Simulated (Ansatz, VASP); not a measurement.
## Two plane-wave programs on ZnS

```xyz
12
Lattice="3.8120 0.0000 0.0000 -1.9060 3.3013 0.0000 0.0000 0.0000 18.6900" Properties=species:S:1:pos:R:3 pbc="T T T"
Zn    0.0000    0.0000    0.0002
Zn    0.0000    0.0000    9.3452
Zn    0.0000    2.2009    3.1165
Zn    1.9060    1.1004   12.4615
Zn    1.9060    1.1004    6.2286
Zn    0.0000    2.2009   15.5736
S     0.0000    0.0000    2.3382
S     0.0000    0.0000   11.6832
S     0.0000    2.2009    5.4514
S     1.9060    1.1004   14.7964
S     1.9060    1.1004    8.5638
S     0.0000    2.2009   17.9088
```

Alike in both runs: functional PBE; k mesh 8 × 8 × 2; occupations fermi-dirac, width 0.02 eV; no spin polarisation.

Ansatz relaxed the structure, and its values are those at the end. VASP's run is a single point on that final structure, the one shown.

|  | VASP | Ansatz |
| --- | --- | --- |
| version | VASP 6.6.1 | Ansatz 0.2.0 |
| potentials or method | VASP PAW PBE potentials, release 64 (Zn, S) | plane-wave PAW, scalar-relativistic |
| plane-wave cutoff (eV) | 520 | 420 |
| valence electrons in the cell | 108 | 108 |

Ansatz gave:

* gap on the k mesh at the Fermi level (eV): 2.16
* pressure (GPa): 2.1
* rms of the force components (eV/Å): 0.003

Q: Estimate VASP's values.

A: gap on the k mesh at the Fermi level (eV): 2.17; pressure (GPa): 2.3; rms of the force components (eV/Å): 0.003.

Ansatz's warnings: stress scf threshold loose.
